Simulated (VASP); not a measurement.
Fe: single point with PBE

Fe:

```
Fe
1.0
     0.00000    1.84653    1.86875
     1.42497    0.00000    1.86875
     1.42497    1.84653    0.00000
Fe
1
Direct
  0.00000 0.00000 0.00000
```

```json
{
  "Program": "VASP 6.6.1",
  "Task": "single point",
  "Functional": "PBE",
  "Potentials or basis": "VASP PAW PBE potentials, release 64 (Fe)",
  "Cutoff": "520 eV",
  "k mesh": "20 × 20 × 20",
  "Occupations": "gaussian, width 0.1 eV",
  "Spin": "collinear spin, ferromagnetic start",
  "Starting moments": "[4.0] μB",
  "Dipole correction": "no",
  "Further INCAR settings": "ALGO = Normal; EDIFF = 1e-06; NBANDS = 14"
}
```

```json
{
  "Pressure": "39.2 GPa",
  "Band gap on the k mesh": "zero (filled and empty bands overlap)",
  "Net moment": "1.96 μB per cell",
  "Site moments": "Fe +1.93 μB",
  "Valence electrons inside the program's atomic spheres": "Fe 7.62"
}
```

Stress tensor (GPa, compression positive):
```
30.11  0.00  0.00
 0.00 45.80  0.00
 0.00  0.00 41.75
```

Levels at points of the mesh, in eV from the Fermi level:
Spin up:
| k point | band 1 | band 2 | band 3 | band 4 | band 5 | band 6 | band 7 | band 8 | band 9 | band 10 |
| --- | --- | --- | --- | --- | --- | --- | --- | --- | --- | --- |
| (0.00, 0.00, 0.00) | -9.40 | -2.85 | -2.73 | -2.29 | -1.43 | -0.94 | 25.15 | 26.82 | 27.15 | 32.06 |
| (0.50, 0.00, 0.00) | -5.80 | -3.76 | -1.48 | -0.73 | 0.19 | 0.63 | 8.44 | 20.11 | 23.59 | 26.38 |
| (0.50, 0.50, 0.00) | -5.89 | -4.46 | -0.67 | -0.60 | 0.72 | 0.83 | 9.19 | 18.58 | 20.85 | 24.65 |
| (0.50, 0.00, 0.50) | -5.90 | -4.43 | -0.71 | -0.67 | 0.80 | 1.09 | 9.48 | 18.32 | 20.62 | 24.41 |
| (0.00, 0.50, 0.50) | -5.98 | -5.72 | 0.22 | 0.36 | 0.49 | 8.76 | 12.11 | 12.15 | 16.02 | 18.17 |
Spin down:
```
           k point  band 1  band 2  band 3  band 4  band 5  band 6  band 7
(0.00, 0.00, 0.00)   -9.18   -1.27   -1.11   -0.51    1.00    1.73   24.97
(0.50, 0.00, 0.00)   -4.67   -2.24    0.37    0.87    1.81    2.58    9.71
(0.50, 0.50, 0.00)   -4.69   -3.09    1.04    1.79    1.98    2.63   10.46
(0.50, 0.00, 0.50)   -4.68   -3.03    1.30    1.72    1.90    2.68   10.74
(0.00, 0.50, 0.50)   -4.31   -4.07    2.22    2.24    2.33    9.05   12.41
```

Run time: 3.7 min on 1 thread of Intel(R) Xeon(R) Platinum 8488C (Sapphire Rapids) (shared host), peak memory 0.34 GiB.

Caveat: the cell stands under pressure.
